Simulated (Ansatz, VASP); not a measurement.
**CuAu in VASP and in Ansatz**

```xyz
2
Lattice="2.8000 0.0000 0.0000 0.0000 2.8000 0.0000 0.0000 0.0000 3.6700" Properties=species:S:1:pos:R:3 pbc="T T T"
Cu    1.4000    1.4000    1.8350
Au    0.0000    0.0000    0.0000
```

Alike in both runs: task single point; functional PBE; k mesh 6 × 6 × 5; occupations fermi-dirac, width 0.05 eV; no spin polarisation.

|  | VASP | Ansatz |
| --- | --- | --- |
| version | VASP 6.6.1 | Ansatz 0.2.0 |
| potentials or method | VASP PAW PBE potentials, release 64 (Cu, Au), cutoff 520 eV | all-electron LAPW, scalar-relativistic |

Ansatz gave:

```
pressure (GPa)                                                : 6.8
traceless stress, the component that is largest in VASP (GPa) : -0.55
```

Task: Estimate VASP's values.

Result: Pressure (GPa): 6.7; traceless stress, the component that is largest in VASP (GPa): -0.50.

Ansatz ran all-electron here, and VASP with PAW potentials.

The k mesh is coarse, so the values compare programs but aren't converged. Spin-orbit coupling is off throughout.
